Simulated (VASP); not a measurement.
Input of a VASP 6.6.1 run:

POSCAR

```
LiF
1.0
    0.0000000000      2.1446105498      2.1446105498
    2.1446105498      0.0000000000      2.1446105498
    2.1446105498      2.1446105498      0.0000000000
Li F
1 1
Direct
    0.0000000000      0.0000000000      0.0000000000
    0.2500000000      0.2500000000      0.2500000000
```

The input INCAR.step1:

```
SYSTEM = LiF
ALGO = Normal
EDIFF = 1E-5
ENCUT = 520
GGA = PE
ISIF = 2
ISMEAR = 0
LASPH = .TRUE.
LREAL = .FALSE.
LWAVE = .TRUE.
NBANDS = 12
NELM = 80
PREC = Accurate
SIGMA = 0.01
```

File INCAR.step2:

```
SYSTEM = LiF
ALGO = Normal
EDIFF = 1E-7
ENCUT = 520
GGA = PE
HFSCREEN = 0.2079
ISIF = 2
ISMEAR = 0
ISTART = 1
LASPH = .TRUE.
LCHARG = .TRUE.
LELF = .TRUE.
LHFCALC = .TRUE.
LREAL = .FALSE.
LVHAR = .TRUE.
LWAVE = .FALSE.
NBANDS = 12
NELM = 80
PREC = Accurate
PRECFOCK = Normal
SIGMA = 0.01
```

File KPOINTS:

```
k-points
0
G
  6 6 6
  0 0 0
```

Potentials or basis: VASP PAW PBE potentials, release 64 (Li_sv, F).

The run is started by

```sh
$ cat potpaw_PBE.64/Li_sv/POTCAR potpaw_PBE.64/F/POTCAR > POTCAR
$ cp INCAR.step1 INCAR
$ mpirun -np 1 vasp_std > vasp.out
$ cp INCAR.step2 INCAR
$ mpirun -np 1 vasp_std > vasp.out
```

Estimate the band gap on the k mesh.

10.09 eV.

Caveat: the k points lie up to 0.42 Å⁻¹ apart; the structure was generated, so it needn't be the stable form of LiF.
